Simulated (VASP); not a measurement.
Set up this calculation in VASP 6.6.1, as the native input.

| Quantity | Value |
| --- | --- |
| Task | single point |
| Functional | PBE |
| Potentials or basis | VASP PAW PBE potentials, release 64 (Ti_sv, O) |
| Cutoff | 520 eV |
| k mesh | 9 × 7 × 1 |
| Occupations | gaussian, width 0.1 eV |
| Spin | no spin polarisation |
| Dipole correction | yes |
| Further INCAR settings | ALGO = Normal; EDIFF = 1e-07; NBANDS = 35 |

The structure of Ti4O lies in POSCAR:

```
Ti4O
1.0
    2.9075446938      0.0000000000      0.0000000000
    0.0000000000      4.1118891392      0.0000000000
    0.0000000000      0.0000000000     19.6535692687
Ti O
4 1
Direct
    0.5000000000      0.5000000000      0.2035253722
    0.0000000000      0.0000000000      0.2774952616
    0.5000000000      0.5000000000      0.3439484703
    0.0000000000      0.0000000000      0.4148645550
    0.3333333333      0.5000000000      0.4355724634
```

One way to write it, as run:

INCAR

```
SYSTEM = Ti4O
ALGO     = Normal         ! electronic algorithm
DIPOL    = 0.5 0.5 0.335
EDIFF    = 1E-7           ! SCF threshold, eV
ENCUT    = 520            ! plane-wave cutoff, eV
GGA      = PE             ! functional
IDIPOL   = 3            
ISIF     = 2              ! what is computed and relaxed
ISMEAR   = 0              ! smearing method
LASPH    = .TRUE.         ! aspherical terms in the spheres
LCHARG   = .TRUE.         ! write CHGCAR
LDIPOL   = .TRUE.       
LELF     = .TRUE.         ! ELF
LREAL    = .FALSE.        ! projectors in reciprocal space
LVACPOTAV= .TRUE.       
LVHAR    = .TRUE.       
LWAVE    = .FALSE.        ! write WAVECAR
NBANDS   = 35             ! bands
NELM     = 60             ! most SCF steps
PREC     = Accurate       ! precision mode
SIGMA    = 0.1            ! smearing width, eV
```

KPOINTS

```
k-points
0
G
  9 7 1
  0 0 0
```

Potentials or basis: VASP PAW PBE potentials, release 64 (Ti_sv, O).

Launch:

```sh
$ cat potpaw_PBE.64/Ti_sv/POTCAR potpaw_PBE.64/O/POTCAR > POTCAR
$ mpirun -np 1 vasp_std > vasp.out
```

It gave:

The largest force is 1.248 eV/Å and the band gap on the k mesh is zero (band 27 reaches 0.57 eV, above the bottom of band 28 at 0.54 eV).

Wall time 5.9 min on 1 thread of Intel Xeon 6975P-C (shared host), peak memory 0.4 GiB.
